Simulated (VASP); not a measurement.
# Fe (I4/mmm) in VASP: notebook, part 2 of 3

VASP 6.6.1.

### Step 3. Single point, PBE, collinear spin, ferromagnetic start (normal strain along x +0.0000, normal strain along z -0.0233)

INCAR reads:

```
SYSTEM = Fe
PREC = Accurate
ENCUT = 520
EDIFF = 1E-6
ISMEAR = 0
SIGMA = 0.15
LREAL = .FALSE.
LASPH = .TRUE.
NELM = 150
ALGO = Normal
ISIF = 2
LWAVE = .FALSE.
LCHARG = .FALSE.
ISPIN = 2
MAGMOM = 2.44
LORBIT = 11
LMAXMIX = 4
GGA = PE
NBANDS = 14
```

KPOINTS reads:

```
regular mesh
0
G
  10 10 10
  0 0 0
```

POSCAR reads:

```
Fe
1.0
   -1.4157750842      1.4157750842      1.3827875247
    1.4157750842     -1.4157750842      1.3827875247
    1.4157750842      1.4157750842     -1.3827875247
Fe
1
Direct
    0.0000000000      0.0000000000      0.0000000000
```

Potentials or basis: VASP PAW PBE potentials, release 64 (Fe).

Started as:

```console
cat potpaw_PBE.64/Fe/POTCAR > POTCAR
mpirun -np 1 vasp_std > vasp.out
```

OUTCAR:

```text
SYSTEM = Fe
   PREC = Accurate
   ENCUT = 520
   EDIFF = 1E-6
   ISMEAR = 0
   LREAL = .FALSE.
   LASPH = .TRUE.
   NELM = 150
   ISIF = 2
   ISPIN = 2
   LORBIT = 11
   GGA = PE

 ion  position               nearest neighbor table
   1  0.000  0.000  0.000-

  LATTYP: Found a body centered tetragonal cell.
 ALAT       =     2.8315501684
 C/A-ratio  =     0.9767000000

  Lattice vectors:

 A1 = (  -1.4157750842,   1.4157750842,   1.3827875247)
 A2 = (   1.4157750842,  -1.4157750842,   1.3827875247)
 A3 = (   1.4157750842,   1.4157750842,  -1.3827875247)

Analysis of symmetry for initial positions (statically):
=====================================================================
 Subroutine PRICEL returns:
 Original cell was already a primitive cell.

 Routine SETGRP: Setting up the symmetry group for a
 body centered tetragonal supercell.

 Subroutine GETGRP returns: Found 16 space group operations
 (whereof 16 operations were pure point group operations)
 out of a pool of 16 trial point group operations.

The static configuration has the point symmetry D_4h.

Analysis of symmetry for dynamics (positions and initial velocities):
=====================================================================
 Subroutine PRICEL returns:
 Original cell was already a primitive cell.

 Routine SETGRP: Setting up the symmetry group for a
 body centered tetragonal supercell.

 Subroutine GETGRP returns: Found 16 space group operations
 (whereof 16 operations were pure point group operations)
 out of a pool of 16 trial point group operations.

The dynamic configuration has the point symmetry D_4h.

Analysis of structural, dynamic, and magnetic symmetry:
=====================================================================
 Subroutine PRICEL returns:
 Original cell was already a primitive cell.

 Routine SETGRP: Setting up the symmetry group for a
 body centered tetragonal supercell.

 Subroutine GETGRP returns: Found 16 space group operations
 (whereof 16 operations were pure point group operations)
 out of a pool of 16 trial point group operations.

[... 153 lines left out ...]
 spin component 1

 k-point     1 :       0.0000    0.0000    0.0000
  band No.  band energies     occupation
      1      -2.4879      1.00000
      2       3.6407      1.00000
      3       3.7783      1.00000
      4       3.7783      1.00000
      5       4.9227      1.00000
      6       5.0477      1.00000
      7      31.1629      0.00000
      8      31.1629      0.00000
      9      31.7312      0.00000
     10      36.4235      0.00000
     11      36.7844      0.00000
     12      38.4915      0.00000
     13      39.2908      0.00000
     14      39.2908      0.00000
[... 379 lines left out ...]
      3       3.1505      1.00000
      4       5.1754      1.00000
      5       5.3740      1.00000
      6      11.1243      0.00000
      7      14.6828      0.00000
      8      16.4129      0.00000
      9      25.6461      0.00000
     10      34.0396      0.00000
     11      35.7554      0.00000
     12      43.0715      0.00000
     13      46.6073      0.00000
     14      47.7743      0.00000

 [... further k-points ...]

 spin component 2

 k-point     1 :       0.0000    0.0000    0.0000
  band No.  band energies     occupation
      1      -2.3393      1.00000
      2       5.4651      1.00000
      3       5.6509      0.99999
      4       5.6509      0.99999
      5       7.5963      0.00000
      6       7.7876      0.00000
      7      30.8980      0.00000
      8      30.8980      0.00000
      9      31.4744      0.00000
     10      36.6459      0.00000
     11      36.9214      0.00000
     12      39.1151      0.00000
     13      39.9524      0.00000
     14      39.9524      0.00000
[... 379 lines left out ...]
      3       4.5782      1.00000
      4       7.6087      0.00000
      5       7.8460      0.00000
      6      12.3399      0.00000
      7      15.6497      0.00000
      8      17.2278      0.00000
      9      26.1479      0.00000
     10      34.1689      0.00000
     11      35.8758      0.00000
     12      43.8624      0.00000
     13      46.9625      0.00000
     14      48.2894      0.00000

 [... further k-points ...]
[... 5 lines left out ...]
  --------------------------------------------------------------------------------------
  -------------------------------------------------------------------------------------
  Total        0.1916818      0.1916818      0.5070120      0.0000000      0.0000000      0.0000000
  in kB       27.7004866     27.7004866     73.2697715      0.0000000      0.0000000      0.0000000
  external PRESSURE =      42.8902482 kB  Pullay stress =       0.0000000 kB

 VOLUME and BASIS-vectors are now :
 -----------------------------------------------------------------------------
  energy-cutoff  :      520.00
  volume of cell :       11.09
      direct lattice vectors                 reciprocal lattice vectors
    -1.415775084  1.415775084  1.382787525     0.000000000  0.353163441  0.361588452
     1.415775084 -1.415775084  1.382787525     0.353163441  0.000000000  0.361588452
     1.415775084  1.415775084 -1.382787525     0.353163441  0.353163441  0.000000000

 POSITION                                       TOTAL-FORCE (eV/Angst)
 -----------------------------------------------------------------------------------
      0.00000      0.00000      0.00000         0.000000      0.000000      0.000000
 -----------------------------------------------------------------------------------
    total drift:                                0.000000      0.000000      0.000000

  FREE ENERGIE OF THE ION-ELECTRON SYSTEM (eV)
  ---------------------------------------------------
  free  energy   TOTEN  =        -8.2489067764 eV

  energy  without entropy=       -8.2398862764  energy(sigma->0) =       -8.24439653

 total charge

# of ion       s       p       d       tot
------------------------------------------
    1        0.497   0.566   6.257   7.319

 magnetization (x)

# of ion       s       p       d       tot
------------------------------------------
    1       -0.015  -0.063   2.203   2.126
```

OSZICAR:

```text
N       E                     dE             d eps       ncg     rms          rms(c)
DAV:   1     0.214662042290E+02    0.21466E+02   -0.37876E+03  6292   0.704E+02
DAV:   2    -0.830164764468E+01   -0.29768E+02   -0.27340E+02  6282   0.129E+02
DAV:   3    -0.924193919140E+01   -0.94029E+00   -0.93568E+00  6906   0.234E+01
DAV:   4    -0.924490996546E+01   -0.29708E-02   -0.29705E-02  6642   0.121E+00
DAV:   5    -0.924492330834E+01   -0.13343E-04   -0.13343E-04  6986   0.835E-02    0.117E+01
DAV:   6    -0.831941926796E+01    0.92550E+00   -0.97738E+00  7284   0.365E+01    0.504E+00
DAV:   7    -0.826148244259E+01    0.57937E-01   -0.53840E-01  7062   0.833E+00    0.317E+00
DAV:   8    -0.825616460144E+01    0.53178E-02   -0.79928E-03  6792   0.539E-01    0.145E+00
DAV:   9    -0.824836318319E+01    0.78014E-02   -0.76457E-03  7682   0.460E-01    0.381E-01
DAV:  10    -0.824836246481E+01    0.71838E-06   -0.45906E-03  6698   0.504E-01    0.267E-01
DAV:  11    -0.824889273978E+01   -0.53027E-03   -0.46911E-04  6344   0.168E-01    0.534E-02
DAV:  12    -0.824890567913E+01   -0.12939E-04   -0.22742E-05  7262   0.368E-02    0.155E-02
DAV:  13    -0.824890726695E+01   -0.15878E-05   -0.25481E-06  5558   0.111E-02    0.620E-03
DAV:  14    -0.824890677642E+01    0.49053E-06   -0.17439E-07  3156   0.349E-03
   1 F= -.82489068E+01 E0= -.82443965E+01  d E =-.902050E-02  mag=     2.1291
```

stdout:

```text
POSCAR found type information on POSCAR Fe
 POSCAR found :  1 types and       1 ions
 scaLAPACK will be used
 LDA part: xc-table for (Slater+PW92), standard interpolation
 POSCAR, INCAR and KPOINTS ok, starting setup
 FFT: planning ... GRIDC
 FFT: planning ... GRID_SOFT
 FFT: planning ... GRID
 WAVECAR not read
 entering main loop
```

Run time: 20 s. Hardware: 1 thread of Intel Xeon Platinum 8488C (Sapphire Rapids), shared host; peak memory 0.14 GiB.

Results:

- Free energy: -8.2489 eV
- Pressure: 4.3 GPa
- Net moment: 2.13 μB per cell
- Site moments: Fe +2.13 μB
- Valence electrons inside the program's atomic spheres: Fe 7.32

Caveat: the cell differs from its parent crystal (normal strain along x +0.0000, normal strain along z -0.0233).

### Step 4. Single point, PBE, collinear spin, ferromagnetic start (normal strain along x +0.0000, normal strain along z +0.0233)

INCAR reads:

```
PREC = Accurate
ENCUT = 520
EDIFF = 1E-7
ISMEAR = 0
SIGMA = 0.15
LREAL = False
LASPH = True
NELM = 150
ALGO = Normal
ISIF = 2
LWAVE = False
LCHARG = False
ISPIN = 2
MAGMOM = 2.44
LORBIT = 11
LMAXMIX = 4
GGA = PE
NBANDS = 14
```

KPOINTS reads:

```
Automatic mesh
0
Gamma
  10 10 10
```

POSCAR reads:

```
Fe
1.0
   -1.4157750842      1.4157750842      1.4487626437
    1.4157750842     -1.4157750842      1.4487626437
    1.4157750842      1.4157750842     -1.4487626437
Fe
1
Direct
    0.0000000000      0.0000000000      0.0000000000
```

Potentials or basis: VASP PAW PBE potentials, release 64 (Fe).

Started as:

```console
cat potpaw_PBE.64/Fe/POTCAR > POTCAR
mpirun -np 1 vasp_std > vasp.out
```

OUTCAR:

```text
PREC = Accurate
   ENCUT = 520
   EDIFF = 1E-7
   ISMEAR = 0
   LREAL = False
   LASPH = True
   NELM = 150
   ISIF = 2
   ISPIN = 2
   LORBIT = 11
   GGA = PE

 ion  position               nearest neighbor table
   1  0.000  0.000  0.000-

  LATTYP: Found a body centered tetragonal cell.
 ALAT       =     2.8315501684
 C/A-ratio  =     1.0233000000

  Lattice vectors:

 A1 = (  -1.4157750842,   1.4157750842,   1.4487626437)
 A2 = (   1.4157750842,  -1.4157750842,   1.4487626437)
 A3 = (   1.4157750842,   1.4157750842,  -1.4487626437)

Analysis of symmetry for initial positions (statically):
=====================================================================
 Subroutine PRICEL returns:
 Original cell was already a primitive cell.

 Routine SETGRP: Setting up the symmetry group for a
 body centered tetragonal supercell.

 Subroutine GETGRP returns: Found 16 space group operations
 (whereof 16 operations were pure point group operations)
 out of a pool of 16 trial point group operations.
[... 597 lines left out ...]
  band No.  band energies     occupation
      1      -2.5601      1.00000
      2       5.1715      0.99995
      3       5.1715      0.99995
      4       5.3382      0.98974
      5       7.1476      0.00000
      6       7.3199      0.00000
      7      29.7847      0.00000
      8      30.2961      0.00000
      9      30.2961      0.00000
     10      35.3943      0.00000
     11      35.6435      0.00000
     12      37.8873      0.00000
     13      37.8873      0.00000
     14      38.3891      0.00000
[... 379 lines left out ...]
      3       4.2906      1.00000
      4       7.1186      0.00000
      5       7.4317      0.00000
      6      11.6875      0.00000
      7      14.7812      0.00000
      8      16.2024      0.00000
      9      24.9214      0.00000
     10      32.6611      0.00000
     11      34.8674      0.00000
     12      42.3890      0.00000
     13      45.1894      0.00000
     14      46.3138      0.00000

 [... further k-points ...]
[... 5 lines left out ...]
  --------------------------------------------------------------------------------------
  -------------------------------------------------------------------------------------
  Total       -0.3190941     -0.3190941     -0.5422364      0.0000000     -0.0000000      0.0000000
  in kB      -44.0132711    -44.0132711    -74.7917214      0.0000000     -0.0000000      0.0000000
  external PRESSURE =     -54.2727545 kB  Pullay stress =       0.0000000 kB

 VOLUME and BASIS-vectors are now :
 -----------------------------------------------------------------------------
  energy-cutoff  :      520.00
  volume of cell :       11.62
      direct lattice vectors                 reciprocal lattice vectors
    -1.415775084  1.415775084  1.448762644     0.000000000  0.353163441  0.345122096
     1.415775084 -1.415775084  1.448762644     0.353163441  0.000000000  0.345122096
     1.415775084  1.415775084 -1.448762644     0.353163441  0.353163441  0.000000000

 POSITION                                       TOTAL-FORCE (eV/Angst)
 -----------------------------------------------------------------------------------
      0.00000      0.00000      0.00000         0.000000     -0.000000      0.000000
 -----------------------------------------------------------------------------------
    total drift:                                0.000000      0.000000      0.000000

  FREE ENERGIE OF THE ION-ELECTRON SYSTEM (eV)
  ---------------------------------------------------
  free  energy   TOTEN  =        -8.2464742620 eV

  energy  without entropy=       -8.2362513112  energy(sigma->0) =       -8.24136279

 total charge

# of ion       s       p       d       tot
------------------------------------------
    1        0.476   0.523   6.223   7.222

 magnetization (x)

# of ion       s       p       d       tot
------------------------------------------
    1       -0.015  -0.063   2.240   2.162
```

stdout:

```text
POSCAR found type information on POSCAR Fe
 POSCAR found :  1 types and       1 ions
 scaLAPACK will be used
 LDA part: xc-table for (Slater+PW92), standard interpolation
 POSCAR, INCAR and KPOINTS ok, starting setup
 FFT: planning ... GRIDC
 FFT: planning ... GRID_SOFT
 FFT: planning ... GRID
 WAVECAR not read
 entering main loop
```

Wall time 21 s (1 thread of Intel Xeon Platinum 8488C (Sapphire Rapids), shared host); peak memory 0.14 GiB.

Results:

```
Free energy                                           : -8.2465 eV
Pressure                                              : -5.4 GPa
Net moment                                            : 2.16 μB per cell
Site moments                                          : Fe +2.16 μB
Valence electrons inside the program's atomic spheres : Fe 7.22
```

Stress tensor (GPa, compression positive):
```
-4.40  0.00  0.00
 0.00 -4.40  0.00
 0.00  0.00 -7.48
```

Levels at points of the mesh, in eV from the Fermi level:
Spin up:
```tsv
k point	band 1	band 2	band 3	band 4	band 5	band 6	band 7	band 8	band 9	band 10
(0.00, 0.00, 0.00)	-8.27	-2.28	-2.28	-2.16	-1.14	-1.04	24.50	25.00	25.00	29.61
(0.50, 0.00, 0.00)	-4.78	-3.23	-1.10	-0.89	0.35	0.50	7.10	18.38	20.15	23.36
(0.50, 0.50, 0.00)	-4.79	-3.38	-0.94	-0.85	0.37	0.69	7.34	17.88	19.43	22.86
(0.50, 0.50, 0.50)	-4.73	-4.68	0.07	0.11	0.11	9.23	10.11	10.11	15.17	15.68
```
Spin down:
```csv
k point,band 1,band 2,band 3,band 4,band 5,band 6
"(0.00, 0.00, 0.00)",-8.14,-0.41,-0.41,-0.25,1.56,1.74
"(0.50, 0.00, 0.00)",-3.53,-1.53,0.56,1.43,1.89,2.54
"(0.50, 0.50, 0.00)",-3.52,-1.73,0.75,1.62,1.94,2.55
"(0.50, 0.50, 0.50)",-2.92,-2.86,2.24,2.25,2.25,9.46
```

Caveat: the cell differs from its parent crystal (normal strain along x +0.0000, normal strain along z +0.0233).

(Part 2 of 3 ends here.)
